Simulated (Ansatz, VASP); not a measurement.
# SiC: VASP beside Ansatz

```
CELL_PARAMETERS angstrom
3.07662 0.00000 0.00000
-1.53831 2.66443 0.00000
0.00000 0.00000 15.09808
ATOMIC_POSITIONS crystal
Si 0.33333 0.66667 0.83299
Si 0.66667 0.33333 0.33299
Si 0.66667 0.33333 0.66650
Si 0.33333 0.66667 0.16650
Si 0.00000 0.00000 0.49973
Si 0.00000 0.00000 0.99973
C 0.00000 0.00000 0.87437
C 0.00000 0.00000 0.37437
C 0.33333 0.66667 0.70800
C 0.66667 0.33333 0.20800
C 0.66667 0.33333 0.54152
C 0.33333 0.66667 0.04152
```

Alike in both runs: task single point; functional PBE; k mesh 6 × 6 × 2; occupations gaussian, width 0.1 eV; no spin polarisation.

|  | VASP | Ansatz |
| --- | --- | --- |
| version | VASP 6.6.1 | Ansatz 0.2.0 |
| potentials or method | VASP PAW PBE potentials, release 64 (Si, C), cutoff 520 eV | scalar-relativistic, plane waves, PAW |
| valence electrons in the cell | 48 | 48 |

```csv
,VASP,Ansatz,Ansatz less VASP
gap on the k mesh at the Fermi level (eV),2.02,2.02,+0.002
least direct gap on the mesh (eV),3.12,3.12,+0.003
pressure (GPa),3.9,3.9,+0.06
"traceless stress, the component that is largest in VASP (GPa)",-0.16,-0.17,-0.003
```
